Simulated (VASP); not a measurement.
# Fe (P6/mmm) in VASP: notebook

Fe is run at these levels: RPBE; tasks: single point.

Program: VASP 6.6.1. These are calculated values, not measurements. Logs are shortened: lines on timing, memory, paths and dates and some standing lists are left out, and cuts for length are marked.

### 1 The cell of the first run

Symmetry: P6/mmm, No. 191, hexagonal system. Conventional cell: a = 3.938 Å, b = 3.938 Å, c = 2.475 Å, α = 90.00°, β = 90.00°, γ = 120.00°. Fe (site symmetry 6/mmm) has 14 Fe at 2.48 to 2.59 Å within 3.3 Å. Fe (site symmetry -6m2) has 11 Fe at 2.27 to 2.59 Å within 3.0 Å.

### 2 Single point, RPBE (volume scaled by 1.04)

File INCAR:

```
PREC = Accurate
ENCUT = 520
EDIFF = 1E-6
ISMEAR = -1
SIGMA = 0.1
LREAL = False
LASPH = True
NELM = 60
ALGO = Normal
ISIF = 2
LWAVE = False
LCHARG = False
GGA = RP
NBANDS = 19
```

File KPOINTS:

```
Automatic mesh
0
Gamma
  11 11 14
```

File POSCAR:

```
Fe
1.0
    3.9376644861      0.0000000000      0.0000000000
   -1.9688322431      3.4101174766      0.0000000000
    0.0000000000      0.0000000000      2.4750977817
Fe
3
Direct
    0.0000000000      0.0000000000      0.0000000000
    0.3333333333      0.6666666667      0.5000000000
    0.6666666667      0.3333333333      0.5000000000
```

Potentials or basis: VASP PAW PBE potentials, release 64 (Fe).

Command:

```console
> cat potpaw_PBE.64/Fe/POTCAR > POTCAR
> mpirun -np 1 vasp_std > vasp.out
```

OUTCAR:

```text
PREC = Accurate
   ENCUT = 520
   EDIFF = 1E-6
   ISMEAR = -1
   LREAL = False
   LASPH = True
   NELM = 60
   ISIF = 2
   GGA = RP

 ion  position               nearest neighbor table
   1  0.000  0.000  0.000-   2 2.59   3 2.59   2 2.59   3 2.59   3 2.59   3 2.59   2 2.59   2 2.59
                             3 2.59   3 2.59   2 2.59   2 2.59
   2  0.333  0.667  0.500-   3 2.27   3 2.27   3 2.27   1 2.59   1 2.59   1 2.59   1 2.59   1 2.59
                             1 2.59
   3  0.667  0.333  0.500-   2 2.27   2 2.27   2 2.27   1 2.59   1 2.59   1 2.59   1 2.59   1 2.59
                             1 2.59

  LATTYP: Found a hexagonal cell.
 ALAT       =     3.9376644861
 C/A-ratio  =     0.6285700040

  Lattice vectors:

 A1 = (   3.9376644861,   0.0000000000,   0.0000000000)
 A2 = (  -1.9688322431,   3.4101174766,   0.0000000000)
 A3 = (   0.0000000000,   0.0000000000,   2.4750977817)

Analysis of symmetry for initial positions (statically):
=====================================================================
 Subroutine PRICEL returns:
 Original cell was already a primitive cell.

 Routine SETGRP: Setting up the symmetry group for a
 hexagonal supercell.

 Subroutine GETGRP returns: Found 24 space group operations
 (whereof 24 operations were pure point group operations)
 out of a pool of 24 trial point group operations.

The static configuration has the point symmetry D_6h.

Analysis of symmetry for dynamics (positions and initial velocities):
=====================================================================
 Subroutine PRICEL returns:
 Original cell was already a primitive cell.

 Routine SETGRP: Setting up the symmetry group for a
 hexagonal supercell.

 Subroutine GETGRP returns: Found 24 space group operations
 (whereof 24 operations were pure point group operations)
 out of a pool of 24 trial point group operations.

The dynamic configuration has the point symmetry D_6h.

 Subroutine INISYM returns: Found 24 space group operations
 (whereof 24 operations are pure point group operations),
 and found     1 'primitive' translations

----------------------------------------------------------------------------------------

                                     Primitive cell

  volume of cell :      33.2354

  direct lattice vectors                    reciprocal lattice vectors
     3.937664486  0.000000000  0.000000000     0.253957645  0.146622515  0.000000000
[... 82 lines left out ...]
   ISPIN  =      1    spin polarized calculation?
   LNONCOLLINEAR =      F non collinear calculations
   LSORBIT =      F    spin-orbit coupling
   LASPH  =      T    aspherical Exc in radial PAW
   ENCUT  =  520.0 eV  38.22 Ry    6.18 a.u.   7.32  7.32  4.60*2*pi/ulx,y,z
   NELM   =     60;   NELMIN=  2; NELMDL= -5     # of ELM steps
   EDIFF  = 0.1E-05   stopping-criterion for ELM
   LREAL  =      F    real-space projection
   EDIFFG = 0.1E-04   stopping-criterion for IOM
   NSW    =      0    number of steps for IOM
   IBRION =     -1    ionic relax: 0-MD 1-quasi-New 2-CG
   NFREE  =      0    steps in history (QN), initial steepest desc. (CG)
   ISIF   =      2    stress and relaxation
   ISYM   =      2    0-nonsym 1-usesym 2-fastsym
   POTIM  = 0.5000    time-step for ionic-motion
   TEBEG  =    0.0;   TEEND  =   0.0 temperature during run
   PSTRESS=    0.0 pullay stress
   NELECT =      24.0000    total number of electrons
   NUPDOWN=      -1.0000    fix difference up-down
   EMIN   =  10.00;   EMAX   =-10.00  energy-range for DOS
   EFERMI =   0.00;   METHOD = LEGACY
   ISMEAR =    -1;   SIGMA  =   0.10  broadening in eV -4-tet -1-fermi 0-gaus
   EFERMI_NEDOS =   21; number of points for ismear=-14 and -15
   IALGO  =     38    algorithm
   IMIX   =      4    mixing-type and parameters
     AMIX     =   0.40;   BMIX     =  1.00
     AMIX_MAG =   1.60;   BMIX_MAG =  1.00
  volume/ion in A,a.u.               =      11.08        74.76
  Fermi-wavevector in a.u.,A,eV,Ry     =   1.468741  2.775517 29.350475  2.157199
  Thomas-Fermi vector in A             =   2.584202
   LORBIT       =      0    0 simple, 1 ext, 2 COOP (PROOUT), +10 PAW based schemes
   GGA     = RP    functional components
   LHFCALC =     F    Hartree Fock is set to
   AEXX    =    0.0000 exact exchange contribution
   IVDW    =     0    specifies the selected vdW correction
   LEPSILON=     F    determine dielectric tensor
   LRPA    =     F    only Hartree local field effects (RPA)
 non-spin polarized calculation
  energy-cutoff  :      520.00
  volume of cell :       33.24
 maximum number of plane-waves:       923
 NGX is ok and might be reduce to    30
   NGX = 15   NGY = 15   NGZ =  9

 number of electron      23.9999974 magnetization

 Free energy of the ion-electron system (eV)
  ---------------------------------------------------
  ext. energy  EPLUGINS =         0.00000000
  ---------------------------------------------------
  free energy    TOTEN  =       -22.31694013 eV

  energy without entropy =      -22.12027868  energy(sigma->0) =      -22.21860940

 E-fermi :   6.2344     XC(G=0): -13.2098

 val. band max:        6.2282727876   @ k =   0.1818   0.0909   0.5000
 cond. band min:       6.2417804370   @ k =   0.1818   0.0909   0.0714
 fundamental gap:      0.0135076494
 Fermi energy:         6.2344413440

 k-point     1 :       0.0000    0.0000    0.0000
  band No.  band energies     occupation
      1      -2.2907      2.00000
      2       2.2399      2.00000
      3       3.6198      2.00000
      4       3.6198      2.00000
      5       3.6629      2.00000
      6       3.6629      2.00000
[... 505 lines left out ...]
      6       4.1568      2.00000
[... 11 lines left out ...]
     18      10.0974      0.00000
     19      15.2486      0.00000

 [... further k-points ...]
[... 5 lines left out ...]
  --------------------------------------------------------------------------------------
  -------------------------------------------------------------------------------------
  Total       -1.9902230     -1.9902230     -1.8599566      0.0000000      0.0000000      0.0000000
  in kB      -95.9426931    -95.9426931    -89.6629399      0.0000000      0.0000000      0.0000000
  external PRESSURE =     -93.8494420 kB  Pullay stress =       0.0000000 kB

 VOLUME and BASIS-vectors are now :
 -----------------------------------------------------------------------------
  energy-cutoff  :      520.00
  volume of cell :       33.24
      direct lattice vectors                 reciprocal lattice vectors
     3.937664486  0.000000000  0.000000000     0.253957645  0.146622515  0.000000000
    -1.968832243  3.410117477  0.000000000     0.000000000  0.293245029  0.000000000
     0.000000000  0.000000000  2.475097782     0.000000000  0.000000000  0.404024442

 POSITION                                       TOTAL-FORCE (eV/Angst)
 -----------------------------------------------------------------------------------
      0.00000      0.00000      0.00000         0.000000      0.000000      0.000000
     -0.00000      2.27341      1.23755         0.000000      0.000000      0.000000
      1.96883      1.13671      1.23755        -0.000000      0.000000      0.000000
 -----------------------------------------------------------------------------------
    total drift:                               -0.000000      0.000000      0.000000

  FREE ENERGIE OF THE ION-ELECTRON SYSTEM (eV)
  ---------------------------------------------------
  free  energy   TOTEN  =       -22.3169401331 eV

  energy  without entropy=      -22.1202786765  energy(sigma->0) =      -22.21860940
```

stdout:

```text
POSCAR found type information on POSCAR Fe
 POSCAR found :  1 types and       3 ions
 scaLAPACK will be used
 -----------------------------------------------------------------------------
|                                                                             |
|                                                                             |
|     You enforced a specific xc type in the INCAR file but a different       |
|     I HOPE YOU KNOW WHAT YOU ARE DOING!                                     |
|                                                                             |
 -----------------------------------------------------------------------------

 LDA part: xc-table for (Slater+PW92), standard interpolation
 POSCAR, INCAR and KPOINTS ok, starting setup
 FFT: planning ... GRIDC
 FFT: planning ... GRID_SOFT
 FFT: planning ... GRID
 WAVECAR not read
 entering main loop
```

Wall time 1.9 min (1 thread of AMD EPYC 7R43 (Zen 3), shared host); peak memory 0.15 GiB.

Results:

```
Free energy            : -22.3169 eV
Pressure               : -9.4 GPa
Band gap on the k mesh : zero (band 12 reaches 6.88 eV, above the bottom of band 13 at 5.54 eV)
```

Stress tensor (GPa, compression positive):
```
-9.59  0.00  0.00
 0.00 -9.59  0.00
 0.00  0.00 -8.97
```

Levels at points of the mesh, in eV from the Fermi level:
```csv
k point,band 8,band 9,band 10,band 11,band 12,band 13,band 14,band 15,band 16,band 17
"(0.00, 0.00, 0.00)",-1.61,-1.20,-1.20,-0.77,-0.77,-0.69,-0.69,0.86,0.86,7.46
"(0.00, 0.00, 0.50)",-1.40,-1.16,-1.16,0.38,0.38,0.69,0.69,1.26,2.03,2.76
```

Caveat: the PAW data sets were made with another functional, which shifts forces and pressure a little; the run has no spin polarisation, though such a crystal can be magnetic. Spin polarisation is off, so any magnetic state and its effect on volume and gap are missing.

### 3 Single point, RPBE (volume scaled by 1.08)

Edit INCAR of step 2 so:

```diff
@@ -7,3 +7,3 @@
 LASPH = True
-NELM = 60
+NELM = 100
 ALGO = Normal
```

KPOINTS is that of step 2.

File POSCAR:

```
Fe
1.0
    3.9875136323      0.0000000000      0.0000000000
   -1.9937568161      3.4532881035      0.0000000000
    0.0000000000      0.0000000000      2.5064314597
Fe
3
Direct
    0.0000000000      0.0000000000      0.0000000000
    0.3333333333      0.6666666667      0.5000000000
    0.6666666667      0.3333333333      0.5000000000
```

Potentials or basis: VASP PAW PBE potentials, release 64 (Fe).

Command:

```console
> cat potpaw_PBE.64/Fe/POTCAR > POTCAR
> mpirun -np 1 vasp_std > vasp.out
```

Run time: 1.9 min. Hardware: 1 thread of AMD EPYC 7R43 (Zen 3), shared host; peak memory 0.15 GiB.

Results (log left out):

| Property | Result |
| --- | --- |
| Free energy | -22.2110 eV |
| Pressure | -16.5 GPa |
| Band gap on the k mesh | zero (band 12 reaches 6.46 eV, above the bottom of band 13 at 5.19 eV) |

Stress tensor (GPa, compression positive):
```
-16.94   0.00   0.00
  0.00 -16.94   0.00
  0.00   0.00 -15.61
```

Levels at points of the mesh, in eV from the Fermi level:
| k point | band 10 | band 11 | band 12 | band 13 | band 14 | band 15 |
| --- | --- | --- | --- | --- | --- | --- |
| (0.00, 0.00, 0.00) | -1.13 | -0.73 | -0.73 | -0.65 | -0.65 | 0.82 |
| (0.00, 0.00, 0.50) | -1.09 | 0.36 | 0.36 | 0.66 | 0.66 | 1.19 |

Caveat: the PAW data sets were made with another functional, which shifts forces and pressure a little; the run has no spin polarisation, though such a crystal can be magnetic. Spin polarisation is off, so any magnetic state and its effect on volume and gap are missing.
